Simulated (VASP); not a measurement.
# TmF (P-6m2) in VASP: single point with PBE

Aim: the single point of TmF with PBE.

Everything below comes from runs of VASP 6.6.1. Logs are shortened: lines on timing, memory, paths and dates and some standing lists are left out, and cuts for length are marked.

## 1. The cell of the first run

Symmetry: P-6m2, No. 187, hexagonal system. The conventional cell has a = 3.251 Å, b = 3.251 Å, c = 3.847 Å, α = 90.00°, β = 90.00°, γ = 120.00°. Tm (site symmetry -6m2) has 6 F at 2.69 Å and 6 Tm at 3.25 Å within 3.5 Å. Within 3.5 Å of F (site symmetry -6m2) lie 6 Tm at 2.69 Å and 6 F at 3.25 Å.

## 2. Single point, PBE

File POSCAR:

```
TmF
1.0
    3.2510053575      0.0000000000      0.0000000000
   -1.6255026787      2.8154532275      0.0000000000
    0.0000000000      0.0000000000      3.8473808786
Tm F
1 1
Direct
    0.6666666667      0.3333333333      0.0000000000
    0.0000000000      0.0000000000      0.5000000000
```

File INCAR.step1:

```
SYSTEM = TmF
  PREC = Accurate
  ENCUT = 520
  EDIFF = 1E-6
  ISMEAR = 0
  SIGMA = 0.1
  LREAL = .FALSE.
  LASPH = .TRUE.
  NELM = 200
  ALGO = Normal
  ISIF = 2
  LWAVE = .FALSE.
  LCHARG = .TRUE.
  LMAXMIX = 6
  GGA = PE
  NBANDS = 15
  GGA_COMPAT = .FALSE.
  NEDOS = 2001
  LORBIT = 11
```

File KPOINTS.step1:

```
Automatic mesh
0
G
  18 18 14
  0 0 0
```

File INCAR.step2:

```
SYSTEM = TmF
  PREC = Accurate
  ENCUT = 520
  EDIFF = 1E-6
  ISMEAR = -5
  SIGMA = 0.1
  LREAL = .FALSE.
  LASPH = .TRUE.
  NELM = 200
  ALGO = Normal
  ISIF = 2
  LWAVE = .FALSE.
  LCHARG = .FALSE.
  LMAXMIX = 6
  GGA = PE
  LORBIT = 11
  NBANDS = 15
  NEDOS = 1001
  ICHARG = 11
  GGA_COMPAT = .FALSE.
```

File KPOINTS.step2:

```
Automatic mesh
0
G
  27 27 21
  0 0 0
```

Potentials or basis: VASP PAW PBE potentials, release 64 (Tm_3, F), 4f in core.

Started as:

```
$ cat potpaw_PBE.64/Tm_3/POTCAR potpaw_PBE.64/F/POTCAR > POTCAR
$ cp INCAR.step1 INCAR
$ cp KPOINTS.step1 KPOINTS
$ mpirun -np 1 vasp_std > vasp.out
$ cp INCAR.step2 INCAR
$ cp KPOINTS.step2 KPOINTS
$ mpirun -np 1 vasp_std > vasp.out
```

OUTCAR:

```text
SYSTEM = TmF
   PREC = Accurate
   ENCUT = 520
   EDIFF = 1E-6
   ISMEAR = -5
   LREAL = .FALSE.
   LASPH = .TRUE.
   NELM = 200
   ISIF = 2
   GGA = PE
   LORBIT = 11
   ICHARG = 11

 ion  position               nearest neighbor table
   1  0.667  0.333  0.000-   2 2.69   2 2.69   2 2.69   2 2.69   2 2.69   2 2.69
   2  0.000  0.000  0.500-   1 2.69   1 2.69   1 2.69   1 2.69   1 2.69   1 2.69

  LATTYP: Found a hexagonal cell.
 ALAT       =     3.2510053575
 C/A-ratio  =     1.1834434138

  Lattice vectors:

 A1 = (   3.2510053575,   0.0000000000,   0.0000000000)
 A2 = (  -1.6255026787,   2.8154532275,   0.0000000000)
 A3 = (   0.0000000000,   0.0000000000,   3.8473808786)

Analysis of symmetry for initial positions (statically):
=====================================================================
 Subroutine PRICEL returns:
 Original cell was already a primitive cell.

 Routine SETGRP: Setting up the symmetry group for a
 hexagonal supercell.

 Subroutine GETGRP returns: Found 12 space group operations
 (whereof 12 operations were pure point group operations)
 out of a pool of 24 trial point group operations.

The static configuration has the point symmetry D_3h.

Analysis of symmetry for dynamics (positions and initial velocities):
=====================================================================
 Subroutine PRICEL returns:
 Original cell was already a primitive cell.

 Routine SETGRP: Setting up the symmetry group for a
 hexagonal supercell.

 Subroutine GETGRP returns: Found 12 space group operations
 (whereof 12 operations were pure point group operations)
 out of a pool of 24 trial point group operations.

The dynamic configuration has the point symmetry D_3h.

 Subroutine INISYM returns: Found 12 space group operations
 (whereof 12 operations are pure point group operations),
 and found     1 'primitive' translations

----------------------------------------------------------------------------------------

                                     Primitive cell

  volume of cell :      35.2153

  direct lattice vectors                    reciprocal lattice vectors
     3.251005357  0.000000000  0.000000000     0.307597155  0.177591300  0.000000000
    -1.625502679  2.815453227  0.000000000     0.000000000  0.355182601  0.000000000
     0.000000000  0.000000000  3.847380879     0.000000000  0.000000000  0.259917079

  length of vectors
     3.251005357  3.251005358  3.847380879     0.355182601  0.355182601  0.259917079

  position of ions in fractional coordinates (direct lattice)
     0.666666667  0.333333333  0.000000000
     0.000000000  0.000000000  0.500000000

  ion indices of the primitive-cell ions
   primitive index   ion index
                 1           1
                 2           2

----------------------------------------------------------------------------------------

 KPOINTS: Automatic mesh

Automatic generation of k-mesh.
 Grid dimensions read from file:
 generate k-points for:   27   27   21

 Generating k-lattice:

  Cartesian coordinates                     Fractional coordinates (reciprocal lattice)
     0.011392487  0.006577456  0.000000000     0.037037037 -0.000000000  0.000000000
     0.000000000  0.013154911  0.000000000     0.000000000  0.037037037  0.000000000
     0.000000000  0.000000000  0.012377004     0.000000000  0.000000000  0.047619048

  Length of vectors
     0.013154911  0.013154911  0.012377004

  Shift w.r.t. Gamma in fractional coordinates (k-lattice)
     0.000000000  0.000000000  0.000000000

 TETIRR: Found  15156 inequivalent tetrahedra from    91854

 Subroutine IBZKPT returns following result:
 ===========================================

 Found    825 irreducible k-points:

 Following reciprocal coordinates:
            Coordinates               Weight
  0.000000  0.000000  0.000000      1.000000
  0.037037 -0.000000  0.000000      6.000000
  0.074074 -0.000000  0.000000      6.000000
  0.111111 -0.000000  0.000000      6.000000
  0.148148  0.000000  0.000000      6.000000
  0.185185  0.000000  0.000000      6.000000
[... 16 lines left out ...]
  0.333333  0.037037  0.000000     12.000000
  0.370370  0.037037  0.000000     12.000000
 [... further k-points ...]
   k-points           NKPTS =    825   k-points in BZ     NKDIM =    825   number of bands    NBANDS=     15
   number of dos      NEDOS =   1001   number of ions     NIONS =      2
   total plane-waves  NPLWV =  17280
   dimension x,y,z NGX =    24 NGY =   24 NGZ =   30
   dimension x,y,z NGXF=    48 NGYF=   48 NGZF=   60
   ions per type =               1   1
   NGX,Y,Z   is equivalent  to a cutoff of  12.27, 12.27, 12.96 a.u.
   NGXF,Y,Z  is equivalent  to a cutoff of  24.55, 24.55, 25.93 a.u.
 SYSTEM =  TmF
   PREC   = accura    normal or accurate (medium, high low for compatibility)
   ISTART =      0    job   : 0-new  1-cont  2-samecut
   ICHARG =     11    charge: 1-file 2-atom 10-const
   ISPIN  =      1    spin polarized calculation?
   LNONCOLLINEAR =      F non collinear calculations
   LSORBIT =      F    spin-orbit coupling
   LASPH  =      T    aspherical Exc in radial PAW
   ENCUT  =  520.0 eV  38.22 Ry    6.18 a.u.   6.04  6.04  7.15*2*pi/ulx,y,z
   NELM   =    200;   NELMIN=  2; NELMDL=  0     # of ELM steps
   EDIFF  = 0.1E-05   stopping-criterion for ELM
   LREAL  =      F    real-space projection
   EDIFFG = 0.1E-04   stopping-criterion for IOM
   NSW    =      0    number of steps for IOM
   IBRION =     -1    ionic relax: 0-MD 1-quasi-New 2-CG
   NFREE  =      0    steps in history (QN), initial steepest desc. (CG)
   ISIF   =      2    stress and relaxation
   ISYM   =      2    0-nonsym 1-usesym 2-fastsym
   POTIM  = 0.5000    time-step for ionic-motion
   TEBEG  =    0.0;   TEEND  =   0.0 temperature during run
   PSTRESS=    0.0 pullay stress
   NELECT =      16.0000    total number of electrons
   NUPDOWN=      -1.0000    fix difference up-down
   EMIN   =  10.00;   EMAX   =-10.00  energy-range for DOS
   EFERMI =   0.00;   METHOD = LEGACY
   ISMEAR =    -5;   SIGMA  =   0.10  broadening in eV -4-tet -1-fermi 0-gaus
   EFERMI_NEDOS =   21; number of points for ismear=-14 and -15
   IALGO  =     38    algorithm
   IMIX   =      4    mixing-type and parameters
     AMIX     =   0.40;   BMIX     =  1.00
     AMIX_MAG =   1.60;   BMIX_MAG =  1.00
  volume/ion in A,a.u.               =      17.61       118.82
  Fermi-wavevector in a.u.,A,eV,Ry     =   1.258552  2.378318 21.550984  1.583953
  Thomas-Fermi vector in A             =   2.392156
   LORBIT       =     11    0 simple, 1 ext, 2 COOP (PROOUT), +10 PAW based schemes
   GGA     = PE    functional components
   LHFCALC =     F    Hartree Fock is set to
   AEXX    =    0.0000 exact exchange contribution
   IVDW    =     0    specifies the selected vdW correction
   LEPSILON=     F    determine dielectric tensor
   LRPA    =     F    only Hartree local field effects (RPA)
 non-spin polarized calculation
 Fermi weights with tetrahedron method with Bloechl corrections
  energy-cutoff  :      520.00
  volume of cell :       35.22
 maximum number of plane-waves:       969

 number of electron      16.0000018 magnetization

 Free energy of the ion-electron system (eV)
  ---------------------------------------------------
  ext. energy  EPLUGINS =         0.00000000
  ---------------------------------------------------
  free energy    TOTEN  =       -10.18701510 eV

  energy without entropy =      -10.18701510  energy(sigma->0) =      -10.18701510

 E-fermi :   4.8672     XC(G=0): -10.2811

 val. band max:        4.8926421577   @ k =   0.2963   0.2963   0.0952
 cond. band min:       4.8639485870   @ k =   0.1481   0.0000   0.1429
 fundamental gap:     -0.0286935708
 Fermi energy:         4.8671624745

 k-point     1 :       0.0000    0.0000    0.0000
  band No.  band energies     occupation
      1     -21.9875      2.00000
      2     -21.3856      2.00000
      3     -21.1501      2.00000
      4     -21.1501      2.00000
      5      -2.9297      2.00000
      6      -2.3768      2.00000
      7      -2.3768      2.00000
      8       0.6051      2.00000
      9       4.1294      2.00000
     10       6.8118      0.00000
     11       6.8118      0.00000
     12       9.4058      0.00000
     13       9.4058      0.00000
     14      13.5158      0.00000
     15      14.9991      0.00000

 k-point     2 :       0.0370   -0.0000    0.0000
  band No.  band energies     occupation
      1     -21.9858      2.00000
      2     -21.4089      2.00000
      3     -21.1527      2.00000
      4     -21.1358      2.00000
      5      -2.9338      2.00000
      6      -2.4083      2.00000
      7      -2.3784      2.00000
      8       0.6651      2.00000
      9       4.1622      2.00000
     10       6.7558      0.00000
     11       6.8510      0.00000
     12       9.3444      0.00000
     13       9.3897      0.00000
     14      13.5809      0.00000
     15      15.0696      0.00000

 k-point     3 :       0.0741   -0.0000    0.0000
  band No.  band energies     occupation
      1     -21.9807      2.00000
      2     -21.4672      2.00000
      3     -21.1606      2.00000
      4     -21.1036      2.00000
      5      -2.9459      2.00000
      6      -2.4970      2.00000
      7      -2.3831      2.00000
      8       0.8393      2.00000
      9       4.2574      2.00000
     10       6.5997      0.00000
     11       6.9683      0.00000
     12       9.1735      0.00000
     13       9.3427      0.00000
     14      13.7631      0.00000
     15      15.2461      0.00000
[... 343 lines left out ...]
 k-point    23 :       0.3333    0.0370    0.0000
  band No.  band energies     occupation
      1     -22.1496      2.00000
      2     -21.8834      2.00000
      3     -21.3157      2.00000
      4     -20.8750      2.00000
      5      -3.6227      2.00000
      6      -3.1707      2.00000
      7      -2.4917      2.00000
      8       3.1885      2.00000
      9       5.6417      0.00000
     10       6.4237      0.00000
     11       7.0606      0.00000
     12       8.5692      0.00000
     13      10.0349      0.00000
     14      14.0358      0.00000
     15      16.0698      0.00000

 k-point    24 :       0.3704    0.0370    0.0000
  band No.  band energies     occupation
      1     -22.2134      2.00000
      2     -21.8724      2.00000
      3     -21.3325      2.00000
      4     -20.8590      2.00000
      5      -3.7172      2.00000
      6      -3.1954      2.00000
      7      -2.5046      2.00000
      8       3.1744      2.00000
      9       5.9295      0.00000
     10       6.8090      0.00000
     11       6.8852      0.00000
     12       8.4935      0.00000
     13      10.5732      0.00000
     14      13.8497      0.00000
     15      16.2576      0.00000

 [... further k-points ...]
[... 5 lines left out ...]
  --------------------------------------------------------------------------------------
  -------------------------------------------------------------------------------------
  Total       -0.0124958     -0.0124958     -0.1614889     -0.0000000      0.0000000      0.0000000
  in kB       -0.5685167     -0.5685167     -7.3472024     -0.0000000      0.0000000      0.0000000
  external PRESSURE =      -2.8280786 kB  Pullay stress =       0.0000000 kB

 VOLUME and BASIS-vectors are now :
 -----------------------------------------------------------------------------
  energy-cutoff  :      520.00
  volume of cell :       35.22
      direct lattice vectors                 reciprocal lattice vectors
     3.251005357  0.000000000  0.000000000     0.307597155  0.177591300  0.000000000
    -1.625502679  2.815453227  0.000000000     0.000000000  0.355182601  0.000000000
     0.000000000  0.000000000  3.847380879     0.000000000  0.000000000  0.259917079

 POSITION                                       TOTAL-FORCE (eV/Angst)
 -----------------------------------------------------------------------------------
      1.62550      0.93848      0.00000         0.000000     -0.000000      0.000000
      0.00000      0.00000      1.92369        -0.000000      0.000000      0.000000
 -----------------------------------------------------------------------------------
    total drift:                               -0.000535      0.000309      0.000000

  FREE ENERGIE OF THE ION-ELECTRON SYSTEM (eV)
  ---------------------------------------------------
  free  energy   TOTEN  =       -10.1870151009 eV

  energy  without entropy=      -10.1870151009  energy(sigma->0) =      -10.18701510

 total charge

# of ion       s       p       d       tot
------------------------------------------
    1        0.515   6.475   1.156   8.146
    2        1.744   4.304   0.000   6.048
--------------------------------------------------
tot          2.258  10.779   1.156  14.193
```

Wall time 1.9 min (1 thread of Intel Xeon 6975P-C (Granite Rapids), shared host); peak memory 0.53 GiB.

What came out:

* Valence electrons inside the program's atomic spheres: Tm 8.15; F 6.05

Levels at points of the mesh, in eV from the Fermi level:
```
           k point  band 5  band 6  band 7  band 8  band 9  band 10  band 11  band 12
(0.00, 0.00, 0.00)   -7.80   -7.24   -7.24   -4.26   -0.74     1.94     1.94     4.54
```

Caveat: spin-orbit coupling is left out, which moves the levels of the heavy elements; the 4f electrons are frozen in the core, so they carry no moment and show no levels; the run has no spin polarisation, though such a crystal can be magnetic; tetrahedron occupations give inexact forces and stress in metals.
